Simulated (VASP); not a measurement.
# Li3S2 (P-3m1) in VASP: notebook, part 2 of 2

VASP 6.6.1. The steps go on from the part before.

### Step 3. Single point, PBE

This run uses another cell than the first one, of 15.89 Å³/atom, 1.036 times its volume.

File INCAR:

```
SYSTEM = Li3S2
PREC = Accurate
ENCUT = 520
EDIFF = 1E-7
ISMEAR = 0
SIGMA = 0.1
LREAL = .False.
LASPH = .True.
NELM = 80
ALGO = Normal
ISIF = 2
LWAVE = .False.
LCHARG = .False.
GGA = PE
NBANDS = 18
```

File KPOINTS:

```
Automatic mesh
0
Gamma
  6 6 4
  0 0 0
```

File POSCAR:

```
Li3S2
1.0
    4.0838103739      0.0000000000      0.0000000000
   -2.0419051870      3.5366835281      0.0000000000
    0.0000000000      0.0000000000      5.4998170882
Li S
3 2
Direct
    0.0000000000      0.0000000000      0.0000000000
    0.3333333333      0.6666666667      0.6876690187
    0.6666666667      0.3333333333      0.3123309813
    0.3333333333      0.6666666667      0.2322319184
    0.6666666667      0.3333333333      0.7677680816
```

Potentials or basis: VASP PAW PBE potentials, release 64 (Li_sv, S).

The run is started by

```console
$ cat potpaw_PBE.64/Li_sv/POTCAR potpaw_PBE.64/S/POTCAR > POTCAR
$ mpirun -np 1 vasp_std > vasp.out
```

OUTCAR:

```text
SYSTEM = Li3S2
   PREC = Accurate
   ENCUT = 520
   EDIFF = 1E-7
   ISMEAR = 0
   LREAL = .False.
   LASPH = .True.
   NELM = 80
   ISIF = 2
   GGA = PE

 ion  position               nearest neighbor table
   1  0.000  0.000  0.000-   4 2.68   5 2.68   5 2.68   4 2.68   5 2.68   4 2.68
   2  0.333  0.667  0.688-   5 2.40   5 2.40   5 2.40   4 2.50
   3  0.667  0.333  0.312-   4 2.40   4 2.40   4 2.40   5 2.50
   4  0.333  0.667  0.232-   3 2.40   3 2.40   3 2.40   2 2.50   1 2.68   1 2.68   1 2.68
   5  0.667  0.333  0.768-   2 2.40   2 2.40   2 2.40   3 2.50   1 2.68   1 2.68   1 2.68

  LATTYP: Found a hexagonal cell.
 ALAT       =     4.0838103739
 C/A-ratio  =     1.3467366466

  Lattice vectors:

 A1 = (   4.0838103739,   0.0000000000,   0.0000000000)
 A2 = (  -2.0419051870,   3.5366835281,   0.0000000000)
 A3 = (   0.0000000000,   0.0000000000,   5.4998170882)

Analysis of symmetry for initial positions (statically):
=====================================================================
 Subroutine PRICEL returns:
 Original cell was already a primitive cell.

 Routine SETGRP: Setting up the symmetry group for a
 hexagonal supercell.

 Subroutine GETGRP returns: Found 12 space group operations
 (whereof 12 operations were pure point group operations)
 out of a pool of 24 trial point group operations.

The static configuration has the point symmetry D_3d.

Analysis of symmetry for dynamics (positions and initial velocities):
=====================================================================
 Subroutine PRICEL returns:
 Original cell was already a primitive cell.

 Routine SETGRP: Setting up the symmetry group for a
 hexagonal supercell.

 Subroutine GETGRP returns: Found 12 space group operations
 (whereof 12 operations were pure point group operations)
 out of a pool of 24 trial point group operations.

The dynamic configuration has the point symmetry D_3d.

 Subroutine INISYM returns: Found 12 space group operations
 (whereof 12 operations are pure point group operations),
 and found     1 'primitive' translations

----------------------------------------------------------------------------------------

                                     Primitive cell

  volume of cell :      79.4347

  direct lattice vectors                    reciprocal lattice vectors
     4.083810374  0.000000000  0.000000000     0.244869352  0.141375386  0.000000000
    -2.041905187  3.536683528  0.000000000     0.000000000  0.282750773  0.000000000
     0.000000000  0.000000000  5.499817088     0.000000000  0.000000000  0.181824229

  length of vectors
     4.083810374  4.083810374  5.499817088     0.282750773  0.282750773  0.181824229

  position of ions in fractional coordinates (direct lattice)
     0.000000000  0.000000000  0.000000000
     0.333333333  0.666666667  0.687669019
     0.666666667  0.333333333  0.312330981
     0.333333333  0.666666667  0.232231918
     0.666666667  0.333333333  0.767768082

  ion indices of the primitive-cell ions
   primitive index   ion index
                 1           1
                 2           2
                 3           3
                 4           4
[... 24 lines left out ...]
 ===========================================

 Found     24 irreducible k-points:

 Following reciprocal coordinates:
            Coordinates               Weight
  0.000000  0.000000  0.000000      1.000000
  0.166667 -0.000000  0.000000      6.000000
  0.333333 -0.000000  0.000000      6.000000
  0.500000  0.000000  0.000000      3.000000
  0.166667  0.166667  0.000000      6.000000
  0.333333  0.166667  0.000000     12.000000
[... 16 lines left out ...]
  0.333333  0.166667  0.500000     12.000000
  0.333333  0.333333  0.500000      2.000000
   k-points           NKPTS =     24   k-points in BZ     NKDIM =     24   number of bands    NBANDS=     18
   number of dos      NEDOS =    301   number of ions     NIONS =      5
   total plane-waves  NPLWV =  37800
   dimension x,y,z NGX =    30 NGY =   30 NGZ =   42
   dimension x,y,z NGXF=    60 NGYF=   60 NGZF=   84
   ions per type =               3   2
   NGX,Y,Z   is equivalent  to a cutoff of  12.21, 12.21, 12.70 a.u.
   NGXF,Y,Z  is equivalent  to a cutoff of  24.43, 24.43, 25.39 a.u.
 SYSTEM =  Li3S2
   PREC   = accura    normal or accurate (medium, high low for compatibility)
   ISTART =      0    job   : 0-new  1-cont  2-samecut
   ICHARG =      2    charge: 1-file 2-atom 10-const
   ISPIN  =      1    spin polarized calculation?
   LNONCOLLINEAR =      F non collinear calculations
   LSORBIT =      F    spin-orbit coupling
   LASPH  =      T    aspherical Exc in radial PAW
   ENCUT  =  520.0 eV  38.22 Ry    6.18 a.u.   7.59  7.59 10.23*2*pi/ulx,y,z
   NELM   =     80;   NELMIN=  2; NELMDL= -5     # of ELM steps
   EDIFF  = 0.1E-06   stopping-criterion for ELM
   LREAL  =      F    real-space projection
   EDIFFG = 0.1E-05   stopping-criterion for IOM
   NSW    =      0    number of steps for IOM
   IBRION =     -1    ionic relax: 0-MD 1-quasi-New 2-CG
   NFREE  =      0    steps in history (QN), initial steepest desc. (CG)
   ISIF   =      2    stress and relaxation
   ISYM   =      2    0-nonsym 1-usesym 2-fastsym
   POTIM  = 0.5000    time-step for ionic-motion
   TEBEG  =    0.0;   TEEND  =   0.0 temperature during run
   PSTRESS=    0.0 pullay stress
   NELECT =      21.0000    total number of electrons
   NUPDOWN=      -1.0000    fix difference up-down
   EMIN   =  10.00;   EMAX   =-10.00  energy-range for DOS
   EFERMI =   0.00;   METHOD = LEGACY
   ISMEAR =     0;   SIGMA  =   0.10  broadening in eV -4-tet -1-fermi 0-gaus
   EFERMI_NEDOS =   21; number of points for ismear=-14 and -15
   IALGO  =     38    algorithm
   IMIX   =      4    mixing-type and parameters
     AMIX     =   0.40;   BMIX     =  1.00
     AMIX_MAG =   1.60;   BMIX_MAG =  1.00
  volume/ion in A,a.u.               =      15.89       107.21
  Fermi-wavevector in a.u.,A,eV,Ry     =   1.050698  1.985531 15.020375  1.103966
  Thomas-Fermi vector in A             =   2.185712
   LORBIT       =      0    0 simple, 1 ext, 2 COOP (PROOUT), +10 PAW based schemes
   GGA     = PE    functional components
   LHFCALC =     F    Hartree Fock is set to
   AEXX    =    0.0000 exact exchange contribution
   IVDW    =     0    specifies the selected vdW correction
   LEPSILON=     F    determine dielectric tensor
   LRPA    =     F    only Hartree local field effects (RPA)
 non-spin polarized calculation
 Gauss-broadening in eV      SIGMA  =   0.10
  energy-cutoff  :      520.00
  volume of cell :       79.43
 maximum number of plane-waves:      2163
   NGX = 15   NGY = 15   NGZ = 21

 number of electron      20.9999998 magnetization

 Free energy of the ion-electron system (eV)
  ---------------------------------------------------
  ext. energy  EPLUGINS =         0.00000000
  ---------------------------------------------------
  free energy    TOTEN  =       -18.92080689 eV

  energy without entropy =      -18.89610721  energy(sigma->0) =      -18.90845705

 E-fermi :   1.8076     XC(G=0):  -8.7359

 val. band max:        1.8012721996   @ k =   0.1667   0.1667   0.0000
 cond. band min:       1.8105486717   @ k =   0.3333  -0.0000   0.2500
 fundamental gap:      0.0092764721
 Fermi energy:         1.8075841128

 k-point     1 :       0.0000    0.0000    0.0000
  band No.  band energies     occupation
      1     -42.9126      2.00000
      2     -42.3092      2.00000
      3     -42.3012      2.00000
      4      -9.8097      2.00000
      5      -8.6351      2.00000
      6      -1.3765      2.00000
[... 481 lines left out ...]
      5      -9.0010      2.00000
      6      -0.8812      2.00000
[... 10 lines left out ...]
     17      10.8423      0.00000
     18      10.8423      0.00000

------------------------ aborting loop because EDIFF is reached ----------------------------------------

  FORCE on cell =-STRESS in cart. coord.  units (eV):
  Direction    XX          YY          ZZ          XY          YZ          ZX
  --------------------------------------------------------------------------------------
  -------------------------------------------------------------------------------------
  Total       -0.0388289     -0.0388289      0.0088181      0.0000000     -0.0000000     -0.0000000
  in kB       -0.7831702     -0.7831702      0.1778581      0.0000000     -0.0000000     -0.0000000
  external PRESSURE =      -0.4628275 kB  Pullay stress =       0.0000000 kB

 VOLUME and BASIS-vectors are now :
 -----------------------------------------------------------------------------
  energy-cutoff  :      520.00
  volume of cell :       79.43
      direct lattice vectors                 reciprocal lattice vectors
     4.083810374  0.000000000  0.000000000     0.244869352  0.141375386  0.000000000
    -2.041905187  3.536683528  0.000000000     0.000000000  0.282750773  0.000000000
     0.000000000  0.000000000  5.499817088     0.000000000  0.000000000  0.181824229

 POSITION                                       TOTAL-FORCE (eV/Angst)
 -----------------------------------------------------------------------------------
      0.00000      0.00000      0.00000         0.000000      0.000000      0.000000
     -0.00000      2.35779      3.78205        -0.000000      0.000000     -0.003855
      2.04191      1.17889      1.71776         0.000000     -0.000000      0.003855
     -0.00000      2.35779      1.27723        -0.000000      0.000000     -0.011951
      2.04191      1.17889      4.22258         0.000000     -0.000000      0.011951
 -----------------------------------------------------------------------------------
    total drift:                               -0.000000      0.000000      0.000000

  FREE ENERGIE OF THE ION-ELECTRON SYSTEM (eV)
  ---------------------------------------------------
  free  energy   TOTEN  =       -18.9208068893 eV

  energy  without entropy=      -18.8961072124  energy(sigma->0) =      -18.90845705
```

OSZICAR:

```text
N       E                     dE             d eps       ncg     rms          rms(c)
DAV:   1     0.103379966451E+03    0.10338E+03   -0.83015E+03   864   0.111E+03
DAV:   2    -0.636047310524E+01   -0.10974E+03   -0.10687E+03  1090   0.237E+02
DAV:   3    -0.186464588884E+02   -0.12286E+02   -0.12185E+02  1574   0.581E+01
DAV:   4    -0.191092404803E+02   -0.46278E+00   -0.46155E+00  1222   0.140E+01
DAV:   5    -0.191376171472E+02   -0.28377E-01   -0.28372E-01  1392   0.288E+00    0.491E+00
DAV:   6    -0.189318502238E+02    0.20577E+00   -0.32259E-01  1052   0.277E+00    0.342E+00
DAV:   7    -0.189139861883E+02    0.17864E-01   -0.18437E-01  1222   0.198E+00    0.130E+00
DAV:   8    -0.189201632979E+02   -0.61771E-02   -0.36854E-02  1182   0.972E-01    0.237E-01
DAV:   9    -0.189202532488E+02   -0.89951E-04   -0.12416E-03  1292   0.216E-01    0.932E-02
DAV:  10    -0.189207618231E+02   -0.50857E-03   -0.57828E-04   980   0.132E-01    0.228E-02
DAV:  11    -0.189207965330E+02   -0.34710E-04   -0.54576E-05  1180   0.457E-02    0.197E-02
DAV:  12    -0.189208063738E+02   -0.98408E-05   -0.14350E-05   982   0.192E-02    0.139E-02
DAV:  13    -0.189208059040E+02    0.46984E-06   -0.14534E-06  1282   0.587E-03    0.214E-03
DAV:  14    -0.189208071697E+02   -0.12657E-05   -0.28722E-07   978   0.314E-03    0.120E-03
DAV:  15    -0.189208070553E+02    0.11434E-06   -0.12391E-08   864   0.896E-04    0.561E-04
DAV:  16    -0.189208069506E+02    0.10476E-06   -0.29542E-09   558   0.452E-04    0.171E-04
DAV:  17    -0.189208068893E+02    0.61230E-07   -0.11136E-09   540   0.272E-04
   1 F= -.18920807E+02 E0= -.18908457E+02  d E =-.246997E-01
```

Wall time 33 s (1 thread of Intel Xeon Platinum 8259CL at 2.50GHz (Skylake/Cascade Lake), shared host); peak memory 0.18 GiB.

What came out:

- Free energy: -18.9208 eV
- Largest force: 0.012 eV/Å

Forces on the atoms (eV/Å):
```
Li   0.000  0.000  0.000
Li   0.000  0.000 -0.004
Li   0.000  0.000  0.004
S    0.000  0.000 -0.012
S    0.000  0.000  0.012
```

Caveat: the cutoff is under 1.25 times the usual one of these potentials, so pressure, stress and relaxed cells hold a basis-set (Pulay) error.
